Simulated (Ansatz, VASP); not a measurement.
## ScAgC6N6: VASP beside Ansatz

```xyz
14
Lattice="0.0000 5.3120 5.3120 5.3120 0.0000 5.3120 5.3120 5.3120 0.0000" Properties=species:S:1:pos:R:3 pbc="T T T"
Sc    0.0000    0.0000    0.0000
Ag    5.3120    5.3120    5.3120
C     2.0220    5.3120    5.3120
C     5.3120    2.0220    5.3120
C     5.3120    5.3120    2.0220
C     8.6020    5.3120    5.3120
C     5.3120    8.6020    5.3120
C     5.3120    5.3120    8.6020
N     3.1920    5.3120    5.3120
N     5.3120    3.1920    5.3120
N     5.3120    5.3120    3.1920
N     7.4320    5.3120    5.3120
N     5.3120    7.4320    5.3120
N     5.3120    5.3120    7.4320
```

Alike in both runs: task single point; functional PBE; k mesh 4 × 4 × 4; occupations gaussian, width 0.1 eV; no spin polarisation.

|  | VASP | Ansatz |
| --- | --- | --- |
| version | VASP 6.6.1 | Ansatz 0.2.0 |
| potentials or method | VASP PAW PBE potentials, release 64 (Sc_sv, Ag, C, N), cutoff 520 eV | scalar-relativistic, plane waves, PAW |
| valence electrons in the cell | 76 | 84 |

```tsv
	VASP	Ansatz	Ansatz less VASP
gap on the k mesh at the Fermi level (eV)	none	none	-
pressure (GPa)	11.1	10.7	-0.42
rms of the force components (eV/Å)	1.502	1.649	+0.1477
```

Atom by atom the forces differ by 0.199 eV/Å (rms over components). A gap of «none» marks a metal or a gap that the smearing closes. VASP's potentials hold 76 valence electrons a cell and Ansatz's 84, so a difference there can come from the potentials and not from the codes.

Noted on VASP's run: the standard files for N, O and F lose accuracy on very short bonds.
